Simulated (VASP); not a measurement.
Here is a VASP 6.6.1 calculation.

POSCAR

```
SrO
1.0
    0.0000000000      2.5697984671      2.5697984671
    2.5697984671      0.0000000000      2.5697984671
    2.5697984671      2.5697984671      0.0000000000
Sr O
1 1
Direct
    0.5000000000      0.5000000000      0.5000000000
    0.0000000000      0.0000000000      0.0000000000
```

The input INCAR.step1:

```
SYSTEM = SrO
  PREC = Accurate
  ENCUT = 520
  ISMEAR = 0
  SIGMA = 0.05
  LREAL = .False.
  LASPH = .True.
  NELM = 100
  NBANDS = 15
  GGA = PE
  ALGO = Normal
  EDIFF = 1E-4
  LWAVE = .True.
  LCHARG = .False.
```

The input INCAR.step2:

```
SYSTEM = SrO
  PREC = Accurate
  ENCUT = 520
  EDIFF = 1E-7
  ISMEAR = 0
  SIGMA = 0.05
  LREAL = .False.
  LASPH = .True.
  NELM = 100
  ALGO = Normal
  ISIF = 2
  LWAVE = .False.
  LCHARG = .False.
  METAGGA = R2SCAN
  LMIXTAU = .True.
  LUSE_VDW = .True.
  IVDW_NL = 2
  BPARAM = 11.95
  CPARAM = 0.0093
  NBANDS = 15
  ISTART = 1
```

Contents of KPOINTS:

```
regular mesh
0
Gamma
  8 8 8
  0 0 0
```

Potentials or basis: VASP PAW PBE potentials, release 64 (Sr_sv, O).

The run is started by

```sh
$ cat potpaw_PBE.64/Sr_sv/POTCAR potpaw_PBE.64/O/POTCAR > POTCAR
$ cp INCAR.step1 INCAR
$ mpirun -np 1 vasp_std > vasp.out
$ cp INCAR.step2 INCAR
$ mpirun -np 1 vasp_std > vasp.out
```

Q: What does it give for the band gap on the k mesh?

A: 3.70 eV (least direct gap 3.78 eV).

Q: Predict the pressure.

A: 0.7 GPa.

Caveat: the PAW data sets were made with another functional, which shifts forces and pressure a little. A k mesh can miss the band edges.
